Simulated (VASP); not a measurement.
# LiCl (Fm-3m) in VASP: a series of runs

The runs below take LiCl through single point, with PBE.

Program: VASP 6.6.1. These are calculated values, not measurements. Logs are shortened: lines on timing, memory, paths and dates and some standing lists are left out, and cuts for length are marked.

### 1 The cell of the first run

The structure is cubic, space group Fm-3m (No. 225). The conventional cell has a = 5.112 Å, b = 5.112 Å, c = 5.112 Å, α = 90.00°, β = 90.00°, γ = 90.00°. Within 3.4 Å of Li (site symmetry m-3m) lie 6 Cl at 2.56 Å. Cl (site symmetry m-3m) has 6 Li at 2.56 Å within 3.4 Å.

### 2 Single point, PBE

Input file INCAR:

```
SYSTEM = LiCl
PREC = Accurate
ENCUT = 520
EDIFF = 1E-6
ISMEAR = 0
SIGMA = 0.01
LREAL = .FALSE.
LASPH = .TRUE.
NELM = 80
ALGO = Normal
ISIF = 2
LWAVE = .FALSE.
LCHARG = .TRUE.
GGA = PE
LELF = .TRUE.
LVHAR = .TRUE.
NBANDS = 12
```

Input file KPOINTS:

```
Automatic mesh
0
G
  6 6 6
  0 0 0
```

Input file POSCAR:

```
LiCl
1.0
    0.0000000000      2.5560369926      2.5560369926
    2.5560369926      0.0000000000      2.5560369926
    2.5560369926      2.5560369926      0.0000000000
Li Cl
1 1
Direct
    0.0000000000      0.0000000000      0.0000000000
    0.5000000000      0.5000000000      0.5000000000
```

Potentials or basis: VASP PAW PBE potentials, release 64 (Li_sv, Cl).

Started as:

```
$ cat potpaw_PBE.64/Li_sv/POTCAR potpaw_PBE.64/Cl/POTCAR > POTCAR
$ mpirun -np 1 vasp_std > vasp.out
```

OUTCAR:

```text
SYSTEM = LiCl
   PREC = Accurate
   ENCUT = 520
   EDIFF = 1E-6
   ISMEAR = 0
   LREAL = .FALSE.
   LASPH = .TRUE.
   NELM = 80
   ISIF = 2
   GGA = PE

 ion  position               nearest neighbor table
   1  0.000  0.000  0.000-   2 2.56   2 2.56   2 2.56   2 2.56   2 2.56   2 2.56
   2  0.500  0.500  0.500-   1 2.56   1 2.56   1 2.56   1 2.56   1 2.56   1 2.56

  LATTYP: Found a face centered cubic cell.
 ALAT       =     5.1120739852

  Lattice vectors:

 A1 = (   0.0000000000,   2.5560369926,   2.5560369926)
 A2 = (   2.5560369926,   0.0000000000,   2.5560369926)
 A3 = (   2.5560369926,   2.5560369926,   0.0000000000)

Analysis of symmetry for initial positions (statically):
=====================================================================
 Subroutine PRICEL returns:
 Original cell was already a primitive cell.

 Routine SETGRP: Setting up the symmetry group for a
 face centered cubic supercell.

 Subroutine GETGRP returns: Found 48 space group operations
 (whereof 48 operations were pure point group operations)
 out of a pool of 48 trial point group operations.

The static configuration has the point symmetry O_h .

Analysis of symmetry for dynamics (positions and initial velocities):
=====================================================================
 Subroutine PRICEL returns:
 Original cell was already a primitive cell.

 Routine SETGRP: Setting up the symmetry group for a
 face centered cubic supercell.

 Subroutine GETGRP returns: Found 48 space group operations
 (whereof 48 operations were pure point group operations)
 out of a pool of 48 trial point group operations.

The dynamic configuration has the point symmetry O_h .

 Subroutine INISYM returns: Found 48 space group operations
 (whereof 48 operations are pure point group operations),
 and found     1 'primitive' translations

----------------------------------------------------------------------------------------

                                     Primitive cell

  volume of cell :      33.3988

  direct lattice vectors                    reciprocal lattice vectors
     0.000000000  2.556036993  2.556036993    -0.195615322  0.195615322  0.195615322
     2.556036993  0.000000000  2.556036993     0.195615322 -0.195615322  0.195615322
     2.556036993  2.556036993  0.000000000     0.195615322  0.195615322 -0.195615322

  length of vectors
     3.614782181  3.614782181  3.614782181     0.338815677  0.338815677  0.338815677

  position of ions in fractional coordinates (direct lattice)
     0.000000000  0.000000000  0.000000000
     0.500000000  0.500000000  0.500000000

  ion indices of the primitive-cell ions
   primitive index   ion index
                 1           1
                 2           2

----------------------------------------------------------------------------------------

 KPOINTS: Automatic mesh

Automatic generation of k-mesh.
 Grid dimensions read from file:
 generate k-points for:    6    6    6

 Generating k-lattice:

  Cartesian coordinates                     Fractional coordinates (reciprocal lattice)
    -0.032602554  0.032602554  0.032602554     0.166666667  0.000000000  0.000000000
     0.032602554 -0.032602554  0.032602554     0.000000000  0.166666667  0.000000000
     0.032602554  0.032602554 -0.032602554     0.000000000  0.000000000  0.166666667

  Length of vectors
     0.056469279  0.056469279  0.056469279

  Shift w.r.t. Gamma in fractional coordinates (k-lattice)
     0.000000000  0.000000000  0.000000000

 Subroutine IBZKPT returns following result:
 ===========================================

 Found     16 irreducible k-points:

 Following reciprocal coordinates:
            Coordinates               Weight
  0.000000  0.000000  0.000000      1.000000
  0.166667  0.000000  0.000000      8.000000
  0.333333  0.000000  0.000000      8.000000
  0.500000  0.000000  0.000000      4.000000
  0.166667  0.166667  0.000000      6.000000
  0.333333  0.166667  0.000000     24.000000
[... 8 lines left out ...]
 -0.333333  0.333333  0.166667     24.000000
 -0.333333  0.500000  0.166667     12.000000
   k-points           NKPTS =     16   k-points in BZ     NKDIM =     16   number of bands    NBANDS=     12
   number of dos      NEDOS =    301   number of ions     NIONS =      2
   total plane-waves  NPLWV =  21952
   dimension x,y,z NGX =    28 NGY =   28 NGZ =   28
   dimension x,y,z NGXF=    56 NGYF=   56 NGZF=   56
   ions per type =               1   1
   NGX,Y,Z   is equivalent  to a cutoff of  12.88, 12.88, 12.88 a.u.
   NGXF,Y,Z  is equivalent  to a cutoff of  25.75, 25.75, 25.75 a.u.
 SYSTEM =  LiCl
   PREC   = accura    normal or accurate (medium, high low for compatibility)
   ISTART =      0    job   : 0-new  1-cont  2-samecut
   ICHARG =      2    charge: 1-file 2-atom 10-const
   ISPIN  =      1    spin polarized calculation?
   LNONCOLLINEAR =      F non collinear calculations
   LSORBIT =      F    spin-orbit coupling
   LASPH  =      T    aspherical Exc in radial PAW
   ENCUT  =  520.0 eV  38.22 Ry    6.18 a.u.   6.72  6.72  6.72*2*pi/ulx,y,z
   NELM   =     80;   NELMIN=  2; NELMDL= -5     # of ELM steps
   EDIFF  = 0.1E-05   stopping-criterion for ELM
   LREAL  =      F    real-space projection
   EDIFFG = 0.1E-04   stopping-criterion for IOM
   NSW    =      0    number of steps for IOM
   IBRION =     -1    ionic relax: 0-MD 1-quasi-New 2-CG
   NFREE  =      0    steps in history (QN), initial steepest desc. (CG)
   ISIF   =      2    stress and relaxation
   ISYM   =      2    0-nonsym 1-usesym 2-fastsym
   POTIM  = 0.5000    time-step for ionic-motion
   TEBEG  =    0.0;   TEEND  =   0.0 temperature during run
   PSTRESS=    0.0 pullay stress
   NELECT =      10.0000    total number of electrons
   NUPDOWN=      -1.0000    fix difference up-down
   EMIN   =  10.00;   EMAX   =-10.00  energy-range for DOS
   EFERMI =   0.00;   METHOD = LEGACY
   ISMEAR =     0;   SIGMA  =   0.01  broadening in eV -4-tet -1-fermi 0-gaus
   EFERMI_NEDOS =   21; number of points for ismear=-14 and -15
   IALGO  =     38    algorithm
   IMIX   =      4    mixing-type and parameters
     AMIX     =   0.40;   BMIX     =  1.00
     AMIX_MAG =   1.60;   BMIX_MAG =  1.00
  volume/ion in A,a.u.               =      16.70       112.69
  Fermi-wavevector in a.u.,A,eV,Ry     =   1.095211  2.069648 16.320006  1.199487
  Thomas-Fermi vector in A             =   2.231530
   LORBIT       =      0    0 simple, 1 ext, 2 COOP (PROOUT), +10 PAW based schemes
   GGA     = PE    functional components
   LHFCALC =     F    Hartree Fock is set to
   AEXX    =    0.0000 exact exchange contribution
   IVDW    =     0    specifies the selected vdW correction
   LEPSILON=     F    determine dielectric tensor
   LRPA    =     F    only Hartree local field effects (RPA)
 non-spin polarized calculation
 Gauss-broadening in eV      SIGMA  =   0.01
  energy-cutoff  :      520.00
  volume of cell :       33.40
 maximum number of plane-waves:       934
   NGX = 13   NGY = 13   NGZ = 13

 number of electron      10.0000003 magnetization

 Free energy of the ion-electron system (eV)
  ---------------------------------------------------
  ext. energy  EPLUGINS =         0.00000000
  ---------------------------------------------------
  free energy    TOTEN  =        -7.38448174 eV

  energy without entropy =       -7.38448174  energy(sigma->0) =       -7.38448174

 E-fermi :   0.7619     XC(G=0):  -8.7750

 val. band max:        0.6568410058   @ k =   0.0000   0.0000   0.0000
 cond. band min:       7.0567534527   @ k =   0.0000   0.0000   0.0000
 fundamental gap:      6.3999124469
 Fermi energy:         0.7619114560

 k-point     1 :       0.0000    0.0000    0.0000
  band No.  band energies     occupation
      1     -42.8481      2.00000
      2     -12.7759      2.00000
      3       0.6568      2.00000
      4       0.6568      2.00000
      5       0.6568      2.00000
      6       7.0568      0.00000
      7      12.6038      0.00000
      8      12.6038      0.00000
      9      12.6038      0.00000
     10      15.2474      0.00000
     11      15.2474      0.00000
     12      15.2554      0.00000

 k-point     2 :       0.1667    0.0000    0.0000
  band No.  band energies     occupation
      1     -42.8475      2.00000
      2     -12.6427      2.00000
      3      -0.2139      2.00000
      4       0.5863      2.00000
      5       0.5863      2.00000
      6       7.7396      0.00000
      7      11.5916      0.00000
      8      12.1783      0.00000
      9      12.1783      0.00000
     10      13.8732      0.00000
     11      13.8732      0.00000
     12      15.8958      0.00000

 k-point     3 :       0.3333    0.0000    0.0000
  band No.  band energies     occupation
      1     -42.8460      2.00000
      2     -12.3525      2.00000
      3      -1.5948      2.00000
      4       0.4565      2.00000
      5       0.4565      2.00000
      6       7.7425      0.00000
      7      10.7077      0.00000
      8      10.7078      0.00000
      9      12.4519      0.00000
     10      15.7741      0.00000
     11      15.7741      0.00000
     12      16.7165      0.00000
[... 166 lines left out ...]
 k-point    15 :      -0.3333    0.3333    0.1667
  band No.  band energies     occupation
      1     -42.8446      2.00000
      2     -12.0137      2.00000
      3      -1.7446      2.00000
      4      -1.1033      2.00000
      5      -0.1405      2.00000
      6       9.5955      0.00000
      7      10.0348      0.00000
      8      11.6394      0.00000
      9      11.8670      0.00000
     10      15.9179      0.00000
     11      16.7602      0.00000
     12      19.1527      0.00000

 k-point    16 :      -0.3333    0.5000    0.1667
  band No.  band energies     occupation
      1     -42.8444      2.00000
      2     -11.9481      2.00000
      3      -1.9123      2.00000
      4      -1.0241      2.00000
      5      -0.4296      2.00000
      6       9.4250      0.00000
      7      10.0718      0.00000
      8      12.0412      0.00000
      9      12.1491      0.00000
     10      15.6647      0.00000
     11      17.9437      0.00000
     12      19.3538      0.00000

------------------------ aborting loop because EDIFF is reached ----------------------------------------

  FORCE on cell =-STRESS in cart. coord.  units (eV):
  Direction    XX          YY          ZZ          XY          YZ          ZX
  --------------------------------------------------------------------------------------
  -------------------------------------------------------------------------------------
  Total        0.1360044      0.1360044      0.1360044      0.0000000      0.0000000      0.0000000
  in kB        6.5242734      6.5242734      6.5242734      0.0000000      0.0000000      0.0000000
  external PRESSURE =       6.5242734 kB  Pullay stress =       0.0000000 kB

 VOLUME and BASIS-vectors are now :
 -----------------------------------------------------------------------------
  energy-cutoff  :      520.00
  volume of cell :       33.40
      direct lattice vectors                 reciprocal lattice vectors
     0.000000000  2.556036993  2.556036993    -0.195615322  0.195615322  0.195615322
     2.556036993  0.000000000  2.556036993     0.195615322 -0.195615322  0.195615322
     2.556036993  2.556036993  0.000000000     0.195615322  0.195615322 -0.195615322

 POSITION                                       TOTAL-FORCE (eV/Angst)
 -----------------------------------------------------------------------------------
      0.00000      0.00000      0.00000         0.000000      0.000000      0.000000
      2.55604      2.55604      2.55604        -0.000000     -0.000000      0.000000
 -----------------------------------------------------------------------------------
    total drift:                                0.000000      0.000000      0.000000

  FREE ENERGIE OF THE ION-ELECTRON SYSTEM (eV)
  ---------------------------------------------------
  free  energy   TOTEN  =        -7.3844817412 eV

  energy  without entropy=       -7.3844817412  energy(sigma->0) =       -7.38448174
```

It took 3.5 s on 1 thread of Intel Xeon 6975P-C (Granite Rapids), shared host; peak memory 0.14 GiB.

Results:

* Free energy: -7.3845 eV
* Band gap on the k mesh: 6.40 eV, direct

Caveat: the cutoff is under 1.25 times the usual one of these potentials, so pressure, stress and relaxed cells hold a basis-set (Pulay) error.

### 3 Single point, PBE

Input file INCAR:

```
SYSTEM = LiCl
PREC = Accurate
ENCUT = 520
EDIFF = 1E-6
ISMEAR = -1
SIGMA = 0.02
LREAL = .False.
LASPH = .True.
NELM = 60
ALGO = Normal
ISIF = 2
LWAVE = .False.
LCHARG = .False.
GGA = PE
NBANDS = 12
```

Input file KPOINTS:

```
Automatic mesh
0
Gamma
  8 8 8
  0 0 0
```

POSCAR is that of step 2.

Potentials or basis: VASP PAW PBE potentials, release 64 (Li_sv, Cl).

Started as:

```
$ cat potpaw_PBE.64/Li_sv/POTCAR potpaw_PBE.64/Cl/POTCAR > POTCAR
$ mpirun -np 1 vasp_std > vasp.out
```

OUTCAR:

```text
SYSTEM = LiCl
   PREC = Accurate
   ENCUT = 520
   EDIFF = 1E-6
   ISMEAR = -1
   LREAL = .False.
   LASPH = .True.
   NELM = 60
   ISIF = 2
   GGA = PE

 ion  position               nearest neighbor table
   1  0.000  0.000  0.000-   2 2.56   2 2.56   2 2.56   2 2.56   2 2.56   2 2.56
   2  0.500  0.500  0.500-   1 2.56   1 2.56   1 2.56   1 2.56   1 2.56   1 2.56

  LATTYP: Found a face centered cubic cell.
 ALAT       =     5.1120739852

  Lattice vectors:

 A1 = (   0.0000000000,   2.5560369926,   2.5560369926)
 A2 = (   2.5560369926,   0.0000000000,   2.5560369926)
 A3 = (   2.5560369926,   2.5560369926,   0.0000000000)

Analysis of symmetry for initial positions (statically):
=====================================================================
 Subroutine PRICEL returns:
 Original cell was already a primitive cell.

 Routine SETGRP: Setting up the symmetry group for a
 face centered cubic supercell.

 Subroutine GETGRP returns: Found 48 space group operations
 (whereof 48 operations were pure point group operations)
 out of a pool of 48 trial point group operations.

The static configuration has the point symmetry O_h .

[... 173 lines left out ...]
      6       7.0566      0.00000
      7      12.6037      0.00000
      8      12.6037      0.00000
      9      12.6037      0.00000
     10      15.2473      0.00000
     11      15.2474      0.00000
     12      15.2549      0.00000
[... 331 lines left out ...]
 k-point    24 :      -0.3750    0.2500    0.1250
  band No.  band energies     occupation
      1     -42.8448      2.00000
      2     -12.0755      2.00000
      3      -1.9237      2.00000
      4      -0.6690      2.00000
      5       0.0686      2.00000
      6       8.8929      0.00000
      7       9.9997      0.00000
      8      11.2292      0.00000
      9      12.4827      0.00000
     10      16.2399      0.00000
     11      16.8547      0.00000
     12      18.9053      0.00000

 [... further k-points ...]

------------------------ aborting loop because EDIFF is reached ----------------------------------------

  FORCE on cell =-STRESS in cart. coord.  units (eV):
  Direction    XX          YY          ZZ          XY          YZ          ZX
  --------------------------------------------------------------------------------------
  -------------------------------------------------------------------------------------
  Total        0.1351980      0.1351980      0.1351980      0.0000000      0.0000000      0.0000000
  in kB        6.4855876      6.4855876      6.4855876      0.0000000      0.0000000      0.0000000
  external PRESSURE =       6.4855876 kB  Pullay stress =       0.0000000 kB

 VOLUME and BASIS-vectors are now :
 -----------------------------------------------------------------------------
  energy-cutoff  :      520.00
  volume of cell :       33.40
      direct lattice vectors                 reciprocal lattice vectors
     0.000000000  2.556036993  2.556036993    -0.195615322  0.195615322  0.195615322
     2.556036993  0.000000000  2.556036993     0.195615322 -0.195615322  0.195615322
     2.556036993  2.556036993  0.000000000     0.195615322  0.195615322 -0.195615322

 POSITION                                       TOTAL-FORCE (eV/Angst)
 -----------------------------------------------------------------------------------
      0.00000      0.00000      0.00000        -0.000000     -0.000000     -0.000000
      2.55604      2.55604      2.55604         0.000000      0.000000      0.000000
 -----------------------------------------------------------------------------------
    total drift:                                0.000000      0.000000      0.000000

  FREE ENERGIE OF THE ION-ELECTRON SYSTEM (eV)
  ---------------------------------------------------
  free  energy   TOTEN  =        -7.3845724224 eV

  energy  without entropy=       -7.3845724224  energy(sigma->0) =       -7.38457242
```

OSZICAR:

```text
N       E                     dE             d eps       ncg     rms          rms(c)
DAV:   1     0.408607448574E+02    0.40861E+02   -0.39880E+03   696   0.760E+02
DAV:   2    -0.492296774613E+01   -0.45784E+02   -0.43508E+02   868   0.145E+02
DAV:   3    -0.738877578500E+01   -0.24658E+01   -0.24576E+01   916   0.339E+01
DAV:   4    -0.744790047585E+01   -0.59125E-01   -0.59103E-01   980   0.541E+00
DAV:   5    -0.744838487099E+01   -0.48440E-03   -0.48439E-03   908   0.499E-01    0.240E+00
DAV:   6    -0.737878294019E+01    0.69602E-01   -0.14781E-01   864   0.181E+00    0.171E+00
DAV:   7    -0.738049365505E+01   -0.17107E-02   -0.48801E-02  1068   0.116E+00    0.927E-01
DAV:   8    -0.738455674791E+01   -0.40631E-02   -0.61807E-03   820   0.542E-01    0.153E-01
DAV:   9    -0.738451750277E+01    0.39245E-04   -0.19265E-04   868   0.965E-02    0.520E-02
DAV:  10    -0.738456529962E+01   -0.47797E-04   -0.11544E-04   800   0.723E-02    0.509E-02
DAV:  11    -0.738457154875E+01   -0.62491E-05   -0.13724E-05   896   0.235E-02    0.212E-03
DAV:  12    -0.738457242238E+01   -0.87363E-06   -0.48038E-07   736   0.517E-03
   1 F= -.73845724E+01 E0= -.73845724E+01  d E =-.173688E-10
```

Wall time 4.8 s (1 thread of Intel Xeon 6975P-C (Granite Rapids), shared host); peak memory 0.15 GiB.

What came out:

* Free energy: -7.3846 eV
* Band gap on the k mesh: 6.40 eV, direct

Levels at points of the mesh, in eV from the valence-band top:
| k point | band 3 | band 4 | band 5 | band 6 | band 7 | band 8 |
| --- | --- | --- | --- | --- | --- | --- |
| (0.00, 0.00, 0.00) | 0.00 | 0.00 | 0.00 | 6.40 | 11.95 | 11.95 |
| (0.50, 0.00, 0.00) | -2.85 | -0.26 | -0.26 | 6.77 | 9.51 | 9.51 |
| (0.50, 0.50, 0.00) | -2.94 | -1.12 | -1.12 | 7.91 | 8.28 | 12.53 |

Caveat: the cutoff is under 1.25 times the usual one of these potentials, so pressure, stress and relaxed cells hold a basis-set (Pulay) error. As with any semilocal functional, this PBE gap is likely too small.
